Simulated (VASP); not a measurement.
# BaTiH3 (Pm-3m) in VASP: single point with PBE+U

Aim: the single point of BaTiH3 with PBE+U.

Everything below comes from runs of VASP 6.6.1. Logs are shortened: lines on timing, memory, paths and dates and some standing lists are left out, and cuts for length are marked.

### Step 1. The cell of the first run

The structure is cubic, space group Pm-3m (No. 221). The conventional cell has a = 3.516 Å, b = 3.516 Å, c = 3.516 Å, α = 90.00°, β = 90.00°, γ = 90.00°. Ba (site symmetry m-3m) has 12 H at 2.49 Å and 8 Ti at 3.05 Å within 3.3 Å. Ti (site symmetry m-3m) has 6 H at 1.76 Å within 2.3 Å. Within 2.3 Å of H (site symmetry 4/mmm) lie 2 Ti at 1.76 Å.

### Step 2. Single point, PBE+U

Contents of INCAR:

```
SYSTEM = BaTiH3
ALGO     = Normal         ! electronic algorithm
EDIFF    = 1E-7           ! SCF threshold, eV
ENCUT    = 520            ! plane-wave cutoff, eV
GGA      = PE             ! functional
ISIF     = 2              ! what is computed and relaxed
ISMEAR   = 0              ! smearing method
LASPH    = .True.         ! aspherical terms in the spheres
LCHARG   = .False.        ! write CHGCAR
LDAU     = .True.         ! DFT+U
LDAUJ    = 0 0 0        
LDAUL    = -1 2 -1        ! shell
LDAUPRINT= 1            
LDAUTYPE = 2            
LDAUU    = 0 4 0          ! U, eV
LMAXMIX  = 4              ! l up to which the mixer works
LREAL    = .False.        ! projectors in reciprocal space
LWAVE    = .False.        ! write WAVECAR
NBANDS   = 20             ! bands
NELM     = 150            ! most SCF steps
PREC     = Accurate       ! precision mode
SIGMA    = 0.1            ! smearing width, eV
```

Contents of KPOINTS:

```
k-points
0
Gamma
  6 6 6
  0 0 0
```

Contents of POSCAR:

```
BaTiH3
1.0
    3.5161740300      0.0000000000      0.0000000000
    0.0000000000      3.5161740300      0.0000000000
    0.0000000000      0.0000000000      3.5161740300
Ba Ti H
1 1 3
Direct
    0.5000000000      0.5000000000      0.5000000000
    0.0000000000      0.0000000000      0.0000000000
    0.5000000000      0.0000000000      0.0000000000
    0.0000000000      0.5000000000      0.0000000000
    0.0000000000      0.0000000000      0.5000000000
```

Potentials or basis: VASP PAW PBE potentials, release 64 (Ba_sv, Ti_sv, H).

Run with:

```bash
$ cat potpaw_PBE.64/Ba_sv/POTCAR potpaw_PBE.64/Ti_sv/POTCAR potpaw_PBE.64/H/POTCAR > POTCAR
$ mpirun -np 1 vasp_std > vasp.out
```

OUTCAR:

```text
SYSTEM = BaTiH3
   EDIFF = 1E-7
   ENCUT = 520
   GGA = PE
   ISIF = 2
   ISMEAR = 0
   LASPH = .True.
   LREAL = .False.
   NELM = 150
   PREC = Accurate

 ion  position               nearest neighbor table
   1  0.500  0.500  0.500-   3 2.49   4 2.49   5 2.49   3 2.49   4 2.49   3 2.49   5 2.49   3 2.49
                             4 2.49   5 2.49   4 2.49   5 2.49   2 3.05   2 3.05   2 3.05   2 3.05
   2  0.000  0.000  0.000-   3 1.76   4 1.76   5 1.76   5 1.76   4 1.76   3 1.76   1 3.05   1 3.05
                             1 3.05   1 3.05   1 3.05   1 3.05   1 3.05   1 3.05
   3  0.500  0.000  0.000-   2 1.76   2 1.76   1 2.49   1 2.49   1 2.49   1 2.49
   4  0.000  0.500  0.000-   2 1.76   2 1.76   1 2.49   1 2.49   1 2.49   1 2.49
   5  0.000  0.000  0.500-   2 1.76   2 1.76   1 2.49   1 2.49   1 2.49   1 2.49

  LATTYP: Found a simple cubic cell.
 ALAT       =     3.5161740300

  Lattice vectors:

 A1 = (   3.5161740300,   0.0000000000,   0.0000000000)
 A2 = (   0.0000000000,   3.5161740300,   0.0000000000)
 A3 = (   0.0000000000,   0.0000000000,   3.5161740300)

Analysis of symmetry for initial positions (statically):
=====================================================================
 Subroutine PRICEL returns:
 Original cell was already a primitive cell.

 Routine SETGRP: Setting up the symmetry group for a
 simple cubic supercell.

 Subroutine GETGRP returns: Found 48 space group operations
 (whereof 48 operations were pure point group operations)
 out of a pool of 48 trial point group operations.

The static configuration has the point symmetry O_h .

Analysis of symmetry for dynamics (positions and initial velocities):
=====================================================================
 Subroutine PRICEL returns:
 Original cell was already a primitive cell.

 Routine SETGRP: Setting up the symmetry group for a
 simple cubic supercell.

 Subroutine GETGRP returns: Found 48 space group operations
 (whereof 48 operations were pure point group operations)
 out of a pool of 48 trial point group operations.

The dynamic configuration has the point symmetry O_h .

 Subroutine INISYM returns: Found 48 space group operations
 (whereof 48 operations are pure point group operations),
 and found     1 'primitive' translations

----------------------------------------------------------------------------------------

                                     Primitive cell

  volume of cell :      43.4721

  direct lattice vectors                    reciprocal lattice vectors
     3.516174030  0.000000000  0.000000000     0.284400030  0.000000000  0.000000000
     0.000000000  3.516174030  0.000000000     0.000000000  0.284400030  0.000000000
     0.000000000  0.000000000  3.516174030     0.000000000  0.000000000  0.284400030

  length of vectors
     3.516174030  3.516174030  3.516174030     0.284400030  0.284400030  0.284400030

  position of ions in fractional coordinates (direct lattice)
     0.500000000  0.500000000  0.500000000
     0.000000000  0.000000000  0.000000000
     0.500000000  0.000000000  0.000000000
     0.000000000  0.500000000  0.000000000
     0.000000000  0.000000000  0.500000000

  ion indices of the primitive-cell ions
   primitive index   ion index
                 1           1
                 2           2
                 3           3
                 4           4
                 5           5

----------------------------------------------------------------------------------------

 KPOINTS: k-points

Automatic generation of k-mesh.
[... 49 lines left out ...]
   NGX,Y,Z   is equivalent  to a cutoff of  13.24, 13.24, 13.24 a.u.
   NGXF,Y,Z  is equivalent  to a cutoff of  26.48, 26.48, 26.48 a.u.
 SYSTEM =  BaTiH3
   PREC   = accura    normal or accurate (medium, high low for compatibility)
   ISTART =      0    job   : 0-new  1-cont  2-samecut
   ICHARG =      2    charge: 1-file 2-atom 10-const
   ISPIN  =      1    spin polarized calculation?
   LNONCOLLINEAR =      F non collinear calculations
   LSORBIT =      F    spin-orbit coupling
   LASPH  =      T    aspherical Exc in radial PAW
   ENCUT  =  520.0 eV  38.22 Ry    6.18 a.u.   6.54  6.54  6.54*2*pi/ulx,y,z
   NELM   =    150;   NELMIN=  2; NELMDL= -5     # of ELM steps
   EDIFF  = 0.1E-06   stopping-criterion for ELM
   LREAL  =      F    real-space projection
   EDIFFG = 0.1E-05   stopping-criterion for IOM
   NSW    =      0    number of steps for IOM
   IBRION =     -1    ionic relax: 0-MD 1-quasi-New 2-CG
   NFREE  =      0    steps in history (QN), initial steepest desc. (CG)
   ISIF   =      2    stress and relaxation
   ISYM   =      2    0-nonsym 1-usesym 2-fastsym
   POTIM  = 0.5000    time-step for ionic-motion
   TEBEG  =    0.0;   TEEND  =   0.0 temperature during run
   PSTRESS=    0.0 pullay stress
   NELECT =      25.0000    total number of electrons
   NUPDOWN=      -1.0000    fix difference up-down
   EMIN   =  10.00;   EMAX   =-10.00  energy-range for DOS
   EFERMI =   0.00;   METHOD = LEGACY
   ISMEAR =     0;   SIGMA  =   0.10  broadening in eV -4-tet -1-fermi 0-gaus
   EFERMI_NEDOS =   21; number of points for ismear=-14 and -15
   IALGO  =     38    algorithm
   IMIX   =      4    mixing-type and parameters
     AMIX     =   0.40;   BMIX     =  1.00
     AMIX_MAG =   1.60;   BMIX_MAG =  1.00
  volume/ion in A,a.u.               =       8.69        58.67
  Fermi-wavevector in a.u.,A,eV,Ry     =   1.361396  2.572665 25.217025  1.853399
  Thomas-Fermi vector in A             =   2.487976
   LORBIT       =      0    0 simple, 1 ext, 2 COOP (PROOUT), +10 PAW based schemes
 LDA+U is selected, type is set to LDAUTYPE =  2
   angular momentum for each species LDAUL =    -1    2   -1
   U (eV)           for each species LDAUU =   0.0  4.0  0.0
   J (eV)           for each species LDAUJ =   0.0  0.0  0.0
   GGA     = PE    functional components
   LHFCALC =     F    Hartree Fock is set to
   AEXX    =    0.0000 exact exchange contribution
   IVDW    =     0    specifies the selected vdW correction
   LEPSILON=     F    determine dielectric tensor
   LRPA    =     F    only Hartree local field effects (RPA)
 non-spin polarized calculation
 Gauss-broadening in eV      SIGMA  =   0.10
  energy-cutoff  :      520.00
  volume of cell :       43.47
 maximum number of plane-waves:      1189
 NGX is ok and might be reduce to    28
   NGX = 13   NGY = 13   NGZ = 13

atom =   2  type =  2  l = 2

 onsite density matrix

spin component  1

  0.2602  0.0000 -0.0000 -0.0000  0.0000
  0.0000  0.2602  0.0000  0.0000  0.0000
 -0.0000  0.0000  0.1546  0.0000  0.0000
 -0.0000  0.0000  0.0000  0.2602  0.0000
  0.0000  0.0000  0.0000  0.0000  0.1546

spin component  2

  0.2602  0.0000 -0.0000 -0.0000  0.0000
  0.0000  0.2602  0.0000  0.0000  0.0000
 -0.0000  0.0000  0.1546  0.0000  0.0000
 -0.0000  0.0000  0.0000  0.2602  0.0000
  0.0000  0.0000  0.0000  0.0000  0.1546

 occupancies and eigenvectors

  o =  0.1546  v =  0.0000 -0.0000 -0.9999 -0.0000  0.0122  0.0000  0.0000  0.0000  0.0000  0.0000      0.0000  0.0000  0.0000  0.0000  0.0000  0.0000  0.0000  0.0000  0.0000  0.0000
  o =  0.1546  v =  0.0000  0.0000  0.0000  0.0000  0.0000  0.0000 -0.0000 -0.9999 -0.0000  0.0122      0.0000  0.0000  0.0000  0.0000  0.0000  0.0000  0.0000  0.0000  0.0000  0.0000
  o =  0.1546  v =  0.0000  0.0000 -0.0122  0.0000 -0.9999  0.0000  0.0000  0.0000  0.0000  0.0000      0.0000  0.0000  0.0000  0.0000  0.0000  0.0000  0.0000  0.0000  0.0000  0.0000
  o =  0.1546  v =  0.0000  0.0000  0.0000  0.0000  0.0000  0.0000  0.0000 -0.0122  0.0000 -0.9999      0.0000  0.0000  0.0000  0.0000  0.0000  0.0000  0.0000  0.0000  0.0000  0.0000
  o =  0.2602  v =  1.0000  0.0000  0.0000  0.0000  0.0000  0.0000  0.0000  0.0000  0.0000  0.0000      0.0000  0.0000  0.0000  0.0000  0.0000  0.0000  0.0000  0.0000  0.0000  0.0000
  o =  0.2602  v =  0.0000  0.0000  0.0000  0.0000  0.0000  1.0000  0.0000  0.0000  0.0000  0.0000      0.0000  0.0000  0.0000  0.0000  0.0000  0.0000  0.0000  0.0000  0.0000  0.0000
  o =  0.2602  v =  0.0000  0.0000  0.0000  0.0000  0.0000  0.0000 -0.6363  0.0000  0.7714 -0.0000      0.0000  0.0000  0.0000  0.0000  0.0000  0.0000  0.0000  0.0000  0.0000  0.0000
  o =  0.2602  v =  0.0000 -0.6363  0.0000  0.7714 -0.0000  0.0000  0.0000  0.0000  0.0000  0.0000      0.0000  0.0000  0.0000  0.0000  0.0000  0.0000  0.0000  0.0000  0.0000  0.0000
  o =  0.2602  v =  0.0000  0.0000  0.0000  0.0000  0.0000  0.0000  0.7714 -0.0000  0.6363  0.0000      0.0000  0.0000  0.0000  0.0000  0.0000  0.0000  0.0000  0.0000  0.0000  0.0000
  o =  0.2602  v =  0.0000  0.7714 -0.0000  0.6363  0.0000  0.0000  0.0000  0.0000  0.0000  0.0000      0.0000  0.0000  0.0000  0.0000  0.0000  0.0000  0.0000  0.0000  0.0000  0.0000

 number of electron      25.0000001 magnetization

 Free energy of the ion-electron system (eV)
  ---------------------------------------------------
  ext. energy  EPLUGINS =         0.00000000
  ---------------------------------------------------
  free energy    TOTEN  =       -14.08925530 eV

  energy without entropy =      -14.05910874  energy(sigma->0) =      -14.07418202

 E-fermi :   8.2323     XC(G=0): -11.8367

 val. band max:        8.1974471497   @ k =   0.3333   0.1667   0.0000
 cond. band min:       8.2533075687   @ k =   0.1667   0.1667   0.1667
 fundamental gap:      0.0558604189
 Fermi energy:         8.2322575606

 k-point     1 :       0.0000    0.0000    0.0000
  band No.  band energies     occupation
      1     -49.3592      2.00000
      2     -25.6955      2.00000
      3     -25.6955      2.00000
      4     -25.6955      2.00000
      5     -19.8404      2.00000
      6      -4.3627      2.00000
[... 449 lines left out ...]
     19      17.2715      0.00000
     20      17.2715      0.00000

------------------------ aborting loop because EDIFF is reached ----------------------------------------

  FORCE on cell =-STRESS in cart. coord.  units (eV):
  Direction    XX          YY          ZZ          XY          YZ          ZX
  --------------------------------------------------------------------------------------
  -------------------------------------------------------------------------------------
  Total       16.7093045     16.7093045     16.7093045     -0.0000000     -0.0000000      0.0000000
  in kB      615.8257845    615.8257845    615.8257845     -0.0000000     -0.0000000      0.0000000
  external PRESSURE =     615.8257845 kB  Pullay stress =       0.0000000 kB

 VOLUME and BASIS-vectors are now :
 -----------------------------------------------------------------------------
  energy-cutoff  :      520.00
  volume of cell :       43.47
      direct lattice vectors                 reciprocal lattice vectors
     3.516174030  0.000000000  0.000000000     0.284400030  0.000000000  0.000000000
     0.000000000  3.516174030  0.000000000     0.000000000  0.284400030  0.000000000
     0.000000000  0.000000000  3.516174030     0.000000000  0.000000000  0.284400030

 POSITION                                       TOTAL-FORCE (eV/Angst)
 -----------------------------------------------------------------------------------
      1.75809      1.75809      1.75809         0.000000      0.000000      0.000000
      0.00000      0.00000      0.00000         0.000000      0.000000      0.000000
      1.75809      0.00000      0.00000         0.000000      0.000000      0.000000
      0.00000      1.75809      0.00000         0.000000      0.000000      0.000000
      0.00000      0.00000      1.75809         0.000000      0.000000      0.000000
 -----------------------------------------------------------------------------------
    total drift:                               -0.000000      0.000000     -0.000000

  FREE ENERGIE OF THE ION-ELECTRON SYSTEM (eV)
  ---------------------------------------------------
  free  energy   TOTEN  =       -14.0892552990 eV

  energy  without entropy=      -14.0591087434  energy(sigma->0) =      -14.07418202
```

It took 19 s on 1 thread of Intel Xeon Platinum 8488C (Sapphire Rapids), shared host; peak memory 0.17 GiB.

Results:

```
Free energy            : -14.0893 eV
Pressure               : 61.6 GPa
Band gap on the k mesh : zero (an odd number of electrons rules out a gap without spin polarisation)
```

Levels at points of the mesh, in eV from the Fermi level:
| k point | band 8 | band 9 | band 10 | band 11 | band 12 | band 13 | band 14 | band 15 | band 16 | band 17 |
| --- | --- | --- | --- | --- | --- | --- | --- | --- | --- | --- |
| (0.00, 0.00, 0.00) | -12.59 | -8.65 | -7.07 | -7.07 | 0.65 | 0.65 | 0.65 | 3.00 | 3.00 | 7.42 |
| (0.50, 0.00, 0.00) | -12.45 | -6.19 | -5.88 | -4.64 | -0.27 | 0.90 | 0.90 | 1.19 | 1.76 | 1.76 |
| (0.50, 0.50, 0.00) | -12.12 | -8.22 | -3.25 | -3.25 | -2.17 | -1.13 | -1.13 | 1.59 | 1.87 | 4.21 |
| (0.50, 0.50, 0.50) | -14.18 | -6.35 | -6.35 | -6.35 | 0.95 | 0.95 | 0.95 | 1.95 | 1.95 | 3.21 |

Eigenvalues of the final occupation matrices:
```csv
site,spin,trace,eigenvalues
site 2 d,1,1.09,0.15 0.15 0.26 0.26 0.26
site 2 d,2,1.09,0.15 0.15 0.26 0.26 0.26
```

Caveat: the cell stands under pressure; spin-orbit coupling is left out, which moves the levels of the heavy elements; U without spin polarisation on a metal has little footing; the U is typed as a test and isn't derived for this compound.
